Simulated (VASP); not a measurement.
**Ca2P: single point with PBE**

Ca2P:

```
Ca P
1.0
     0.00000    3.41355    3.41355
     3.41355    0.00000    3.41355
     3.41355    3.41355    0.00000
Ca P
2 1
Direct
  0.25000 0.25000 0.25000
  0.75000 0.75000 0.75000
  0.50000 0.50000 0.50000
```

The cell was built from a structure type or drawn by symmetry, and may not be a known phase.

```json
{
 "Program": "VASP 6.6.1",
 "Task": "single point",
 "Functional": "PBE",
 "Potentials or basis": "VASP PAW PBE potentials, release 64 (Ca_sv, P)",
 "Cutoff": "520 eV",
 "k mesh": "12 × 12 × 12",
 "Occupations": "gaussian, width 0.1 eV",
 "Spin": "no spin polarisation"
}
```

```json
{
  "Pressure": "0.2 GPa",
  "Band gap on the k mesh": "zero (an odd number of electrons rules out a gap without spin polarisation)"
}
```

Levels at points of the mesh, in eV from the Fermi level:
```csv
k point,band 9,band 10,band 11,band 12,band 13,band 14,band 15,band 16
"(0.00, 0.00, 0.00)",-10.58,-3.00,-3.00,-3.00,-0.49,0.48,0.48,3.96
"(0.50, 0.00, 0.00)",-10.15,-4.02,-2.69,-2.69,1.21,1.21,1.37,1.48
"(0.50, 0.50, 0.00)",-10.03,-4.14,-2.56,-2.56,-0.92,0.51,1.40,2.94
```

It took 2.8 min on 1 thread of Intel Xeon 8259CL (shared host), peak memory 0.27 GiB.
